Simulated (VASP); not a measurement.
# GePt (Pnma) in VASP: single point with PBEsol

Aim: the single point of GePt with PBEsol.

All numbers are computed with VASP 6.6.1; they aren't measurements. Logs are shortened: lines on timing, memory, paths and dates and some standing lists are left out, and cuts for length are marked.

## (1) The cell of the first run

The structure is orthorhombic, space group Pnma (No. 62). The conventional cell has a = 5.756 Å, b = 3.730 Å, c = 6.112 Å, α = 90.00°, β = 90.00°, γ = 90.00°. Ge (site symmetry m) has 6 Pt at 2.48 to 2.68 Å and 2 Ge at 3.04 Å within 3.3 Å. Within 3.3 Å of Pt (site symmetry m) lie 6 Ge at 2.48 to 2.68 Å and 4 Pt at 2.96 to 3.00 Å.

## (2) Single point, PBEsol

INCAR reads:

```
SYSTEM = GePt
ALGO = Normal
EDIFF = 1E-6
ENCUT = 520
GGA = PS
ISIF = 2
ISMEAR = 0
LASPH = .TRUE.
LCHARG = .TRUE.
LELF = .TRUE.
LREAL = .FALSE.
LVHAR = .TRUE.
LWAVE = .FALSE.
NBANDS = 58
NELM = 60
PREC = Accurate
SIGMA = 0.1
```

KPOINTS reads:

```
k-points
0
G
  4 6 4
  0 0 0
```

POSCAR reads:

```
GePt
1.0
    5.7560126200      0.0000000000      0.0000000000
    0.0000000000      3.7300318100      0.0000000000
    0.0000000000      0.0000000000      6.1115638700
Ge Pt
4 4
Direct
    0.8139321600      0.7500000000      0.5880128600
    0.1860678400      0.2500000000      0.4119871400
    0.3139321600      0.7500000000      0.9119871400
    0.6860678400      0.2500000000      0.0880128600
    0.0018518400      0.7500000000      0.1927088600
    0.9981481600      0.2500000000      0.8072911400
    0.5018518400      0.7500000000      0.3072911400
    0.4981481600      0.2500000000      0.6927088600
```

Potentials or basis: VASP PAW PBE potentials, release 64 (Ge_d, Pt).

The run is started by

```bash
$ cat potpaw_PBE.64/Ge_d/POTCAR potpaw_PBE.64/Pt/POTCAR > POTCAR
$ mpirun -np 1 vasp_std > vasp.out
```

OUTCAR:

```text
SYSTEM = GePt
   EDIFF = 1E-6
   ENCUT = 520
   GGA = PS
   ISIF = 2
   ISMEAR = 0
   LASPH = .TRUE.
   LREAL = .FALSE.
   NELM = 60
   PREC = Accurate

 ion  position               nearest neighbor table
   1  0.814  0.750  0.588-   7 2.48   6 2.53   6 2.53   5 2.65   8 2.68   8 2.68
   2  0.186  0.250  0.412-   8 2.48   5 2.53   5 2.53   6 2.65   7 2.68   7 2.68
   3  0.314  0.750  0.912-   5 2.48   8 2.53   8 2.53   7 2.65   6 2.68   6 2.68
   4  0.686  0.250  0.088-   6 2.48   7 2.53   7 2.53   8 2.65   5 2.68   5 2.68
   5  0.002  0.750  0.193-   3 2.48   2 2.53   2 2.53   1 2.65   4 2.68   4 2.68   7 2.96   7 2.96
                             6 3.00   6 3.00
   6  0.998  0.250  0.807-   4 2.48   1 2.53   1 2.53   2 2.65   3 2.68   3 2.68   8 2.96   8 2.96
                             5 3.00   5 3.00
   7  0.502  0.750  0.307-   1 2.48   4 2.53   4 2.53   3 2.65   2 2.68   2 2.68   5 2.96   5 2.96
                             8 3.00   8 3.00
   8  0.498  0.250  0.693-   2 2.48   3 2.53   3 2.53   4 2.65   1 2.68   1 2.68   6 2.96   6 2.96
                             7 3.00   7 3.00

  LATTYP: Found a simple orthorhombic cell.
 ALAT       =     3.7300318100
 B/A-ratio  =     1.5431537620
 C/A-ratio  =     1.6384750000

  Lattice vectors:

 A1 = (   0.0000000000,  -3.7300318100,   0.0000000000)
 A2 = (   5.7560126200,   0.0000000000,   0.0000000000)
 A3 = (   0.0000000000,   0.0000000000,   6.1115638700)

Analysis of symmetry for initial positions (statically):
=====================================================================
 Subroutine PRICEL returns:
 Original cell was already a primitive cell.

 Routine SETGRP: Setting up the symmetry group for a
 simple orthorhombic supercell.

 Subroutine GETGRP returns: Found  8 space group operations
 (whereof  2 operations were pure point group operations)
 out of a pool of  8 trial point group operations.

The static configuration has the point symmetry S_2 .
 The point group associated with its full space group is D_2h.

Analysis of symmetry for dynamics (positions and initial velocities):
=====================================================================
 Subroutine PRICEL returns:
 Original cell was already a primitive cell.

 Routine SETGRP: Setting up the symmetry group for a
 simple orthorhombic supercell.

 Subroutine GETGRP returns: Found  8 space group operations
 (whereof  2 operations were pure point group operations)
 out of a pool of  8 trial point group operations.

The dynamic configuration has the point symmetry S_2 .
 The point group associated with its full space group is D_2h.

 Subroutine INISYM returns: Found  8 space group operations
 (whereof  2 operations are pure point group operations),
 and found     1 'primitive' translations

----------------------------------------------------------------------------------------

                                     Primitive cell

  volume of cell :     131.2159

  direct lattice vectors                    reciprocal lattice vectors
     5.756012620  0.000000000  0.000000000     0.173731377  0.000000000  0.000000000
     0.000000000  3.730031810  0.000000000     0.000000000  0.268094228  0.000000000
     0.000000000  0.000000000  6.111563870     0.000000000  0.000000000  0.163624241

  length of vectors
     5.756012620  3.730031810  6.111563870     0.173731377  0.268094228  0.163624241

  position of ions in fractional coordinates (direct lattice)
     0.813932160  0.750000000  0.588012860
     0.186067840  0.250000000  0.411987140
     0.313932160  0.750000000  0.911987140
     0.686067840  0.250000000  0.088012860
     0.001851840  0.750000000  0.192708860
     0.998148160  0.250000000  0.807291140
     0.501851840  0.750000000  0.307291140
     0.498148160  0.250000000  0.692708860

  ion indices of the primitive-cell ions
   primitive index   ion index
                 1           1
                 2           2
                 3           3
                 4           4
                 5           5
                 6           6
                 7           7
                 8           8

----------------------------------------------------------------------------------------

 KPOINTS: k-points

Automatic generation of k-mesh.
 Grid dimensions read from file:
 generate k-points for:    4    6    4

 Generating k-lattice:

  Cartesian coordinates                     Fractional coordinates (reciprocal lattice)
     0.043432844  0.000000000  0.000000000     0.250000000  0.000000000  0.000000000
     0.000000000  0.044682371  0.000000000     0.000000000  0.166666667  0.000000000
     0.000000000  0.000000000  0.040906060     0.000000000  0.000000000  0.250000000

  Length of vectors
     0.043432844  0.044682371  0.040906060

  Shift w.r.t. Gamma in fractional coordinates (k-lattice)
     0.000000000  0.000000000  0.000000000

 Subroutine IBZKPT returns following result:
 ===========================================

 Found     36 irreducible k-points:

 Following reciprocal coordinates:
            Coordinates               Weight
  0.000000  0.000000  0.000000      1.000000
  0.250000  0.000000  0.000000      2.000000
  0.500000  0.000000  0.000000      1.000000
  0.000000  0.166667  0.000000      2.000000
  0.250000  0.166667  0.000000      4.000000
  0.500000  0.166667  0.000000      2.000000
[... 16 lines left out ...]
  0.250000  0.500000  0.250000      4.000000
  0.500000  0.500000  0.250000      2.000000
 [... further k-points ...]
   k-points           NKPTS =     36   k-points in BZ     NKDIM =     36   number of bands    NBANDS=     58
   number of dos      NEDOS =    301   number of ions     NIONS =      8
   total plane-waves  NPLWV =  64512
   dimension x,y,z NGX =    48 NGY =   28 NGZ =   48
   dimension x,y,z NGXF=    96 NGYF=   56 NGZF=   96
   ions per type =               4   4
   NGX,Y,Z   is equivalent  to a cutoff of  13.86, 12.48, 13.06 a.u.
   NGXF,Y,Z  is equivalent  to a cutoff of  27.73, 24.96, 26.11 a.u.
 SYSTEM =  GePt
   PREC   = accura    normal or accurate (medium, high low for compatibility)
   ISTART =      0    job   : 0-new  1-cont  2-samecut
   ICHARG =      2    charge: 1-file 2-atom 10-const
   ISPIN  =      1    spin polarized calculation?
   LNONCOLLINEAR =      F non collinear calculations
   LSORBIT =      F    spin-orbit coupling
   LASPH  =      T    aspherical Exc in radial PAW
   ENCUT  =  520.0 eV  38.22 Ry    6.18 a.u.  10.70  6.94 11.36*2*pi/ulx,y,z
   NELM   =     60;   NELMIN=  2; NELMDL= -5     # of ELM steps
   EDIFF  = 0.1E-05   stopping-criterion for ELM
   LREAL  =      F    real-space projection
   EDIFFG = 0.1E-04   stopping-criterion for IOM
   NSW    =      0    number of steps for IOM
   IBRION =     -1    ionic relax: 0-MD 1-quasi-New 2-CG
   NFREE  =      0    steps in history (QN), initial steepest desc. (CG)
   ISIF   =      2    stress and relaxation
   ISYM   =      2    0-nonsym 1-usesym 2-fastsym
   POTIM  = 0.5000    time-step for ionic-motion
   TEBEG  =    0.0;   TEEND  =   0.0 temperature during run
   PSTRESS=    0.0 pullay stress
   NELECT =      96.0000    total number of electrons
   NUPDOWN=      -1.0000    fix difference up-down
   EMIN   =  10.00;   EMAX   =-10.00  energy-range for DOS
   EFERMI =   0.00;   METHOD = LEGACY
   ISMEAR =     0;   SIGMA  =   0.10  broadening in eV -4-tet -1-fermi 0-gaus
   EFERMI_NEDOS =   21; number of points for ismear=-14 and -15
   IALGO  =     38    algorithm
   IMIX   =      4    mixing-type and parameters
     AMIX     =   0.40;   BMIX     =  1.00
     AMIX_MAG =   1.60;   BMIX_MAG =  1.00
  volume/ion in A,a.u.               =      16.40       110.69
  Fermi-wavevector in a.u.,A,eV,Ry     =   1.475151  2.787630 29.607221  2.176069
  Thomas-Fermi vector in A             =   2.589835
   LORBIT       =      0    0 simple, 1 ext, 2 COOP (PROOUT), +10 PAW based schemes
   GGA     = PS    functional components
   LHFCALC =     F    Hartree Fock is set to
   AEXX    =    0.0000 exact exchange contribution
   IVDW    =     0    specifies the selected vdW correction
   LEPSILON=     F    determine dielectric tensor
   LRPA    =     F    only Hartree local field effects (RPA)
 non-spin polarized calculation
 Gauss-broadening in eV      SIGMA  =   0.10
  energy-cutoff  :      520.00
  volume of cell :      131.22
 maximum number of plane-waves:      3554
 NGX is ok and might be reduce to    48
   NGX = 21   NGY = 13   NGZ = 23

 number of electron      96.0000003 magnetization

 Free energy of the ion-electron system (eV)
  ---------------------------------------------------
  ext. energy  EPLUGINS =         0.00000000
  ---------------------------------------------------
  free energy    TOTEN  =       -51.64630028 eV

  energy without entropy =      -51.63160186  energy(sigma->0) =      -51.63895107

 E-fermi :   9.3742     XC(G=0): -12.5276

 val. band max:        9.3736961875   @ k =   0.5000   0.0000   0.0000
 cond. band min:       9.3845126028   @ k =   0.0000   0.0000   0.5000
 fundamental gap:      0.0108164153
 Fermi energy:         9.3741904907

 k-point     1 :       0.0000    0.0000    0.0000
  band No.  band energies     occupation
      1     -15.6973      2.00000
      2     -15.6895      2.00000
      3     -15.6893      2.00000
      4     -15.6859      2.00000
      5     -15.6750      2.00000
      6     -15.6620      2.00000
[... 50 lines left out ...]
     57      14.4948      0.00000
     58      15.0404      0.00000

 k-point     2 :       0.2500    0.0000    0.0000
  band No.  band energies     occupation
      1     -15.6958      2.00000
      2     -15.6902      2.00000
      3     -15.6881      2.00000
      4     -15.6855      2.00000
      5     -15.6739      2.00000
      6     -15.6644      2.00000
[... 50 lines left out ...]
     57      14.4546      0.00000
     58      14.9091      0.00000
[... 1279 lines left out ...]
     57      15.3249      0.00000
     58      15.3269      0.00000

 k-point    24 :       0.5000    0.5000    0.2500
  band No.  band energies     occupation
      1     -15.6841      2.00000
      2     -15.6841      2.00000
      3     -15.6841      2.00000
      4     -15.6841      2.00000
      5     -15.6652      2.00000
      6     -15.6652      2.00000
[... 50 lines left out ...]
     57      14.5362      0.00000
     58      14.5362      0.00000

 [... further k-points ...]

------------------------ aborting loop because EDIFF is reached ----------------------------------------

  FORCE on cell =-STRESS in cart. coord.  units (eV):
  Direction    XX          YY          ZZ          XY          YZ          ZX
  --------------------------------------------------------------------------------------
  -------------------------------------------------------------------------------------
  Total       -1.5124515     -2.0899319     -1.5872324     -0.0000000      0.0000000      0.0000000
  in kB      -18.4673858    -25.5185554    -19.3804778     -0.0000000      0.0000000      0.0000000
  external PRESSURE =     -21.1221397 kB  Pullay stress =       0.0000000 kB

 VOLUME and BASIS-vectors are now :
 -----------------------------------------------------------------------------
  energy-cutoff  :      520.00
  volume of cell :      131.22
      direct lattice vectors                 reciprocal lattice vectors
     5.756012620  0.000000000  0.000000000     0.173731377  0.000000000  0.000000000
     0.000000000  3.730031810  0.000000000     0.000000000  0.268094228  0.000000000
     0.000000000  0.000000000  6.111563870     0.000000000  0.000000000  0.163624241

 POSITION                                       TOTAL-FORCE (eV/Angst)
 -----------------------------------------------------------------------------------
      4.68500      2.79752      3.59368         0.034098     -0.000000      0.034537
      1.07101      0.93251      2.51789        -0.034098     -0.000000     -0.034537
      1.80700      2.79752      5.57367         0.034098     -0.000000     -0.034537
      3.94902      0.93251      0.53790        -0.034098     -0.000000      0.034537
      0.01066      2.79752      1.17775        -0.043155     -0.000000     -0.067036
      5.74535      0.93251      4.93381         0.043155      0.000000      0.067036
      2.88867      2.79752      1.87803        -0.043155     -0.000000      0.067036
      2.86735      0.93251      4.23353         0.043155      0.000000     -0.067036
 -----------------------------------------------------------------------------------
    total drift:                                0.000000      0.000000     -0.000000

  FREE ENERGIE OF THE ION-ELECTRON SYSTEM (eV)
  ---------------------------------------------------
  free  energy   TOTEN  =       -51.6463002800 eV

  energy  without entropy=      -51.6316018643  energy(sigma->0) =      -51.63895107
```

It took 6.4 min on 1 thread of Intel Xeon 8259CL, shared host; peak memory 0.37 GiB.

What came out:

| Property | Result |
| --- | --- |
| Free energy | -51.6463 eV |
| Pressure | -2.1 GPa |
| Largest force | 0.080 eV/Å |
| Band gap on the k mesh | zero (bands 48 and 49 overlap by 1.17 eV) |

Forces in eV/Å, atoms in the order of the input:
```
Ge   0.034  0.000  0.035
Ge  -0.034  0.000 -0.035
Ge   0.034  0.000 -0.035
Ge  -0.034  0.000  0.035
Pt  -0.043  0.000 -0.067
Pt   0.043  0.000  0.067
Pt  -0.043  0.000  0.067
Pt   0.043  0.000 -0.067
```

Levels at points of the mesh, in eV from the Fermi level:
```
           k point  band 45  band 46  band 47  band 48  band 49  band 50  band 51  band 52
(0.00, 0.00, 0.00)    -2.46    -1.49    -1.42    -0.91     0.68     0.91     2.96     3.18
(0.50, 0.00, 0.00)    -2.44    -2.44     0.00     0.00     1.27     1.27     2.28     2.28
(0.00, 0.50, 0.00)    -2.52    -2.52    -1.60    -1.60    -0.14    -0.14     2.08     2.08
(0.50, 0.50, 0.00)    -1.87    -1.87    -1.87    -1.87     0.59     0.59     0.59     0.59
(0.00, 0.00, 0.50)    -1.80    -1.80     0.01     0.01     1.03     1.03     1.86     1.86
(0.50, 0.00, 0.50)    -1.32    -1.32     0.73     0.73     1.77     1.77     2.59     2.59
(0.00, 0.50, 0.50)    -2.48    -2.48    -2.14    -2.14     0.51     0.51     1.05     1.05
(0.50, 0.50, 0.50)    -2.44    -2.44    -2.44    -2.44     2.44     2.44     2.44     2.44
```

Caveat: the PAW data sets were made with another functional, which shifts forces and pressure a little; spin-orbit coupling is left out, which moves the levels of the heavy elements.
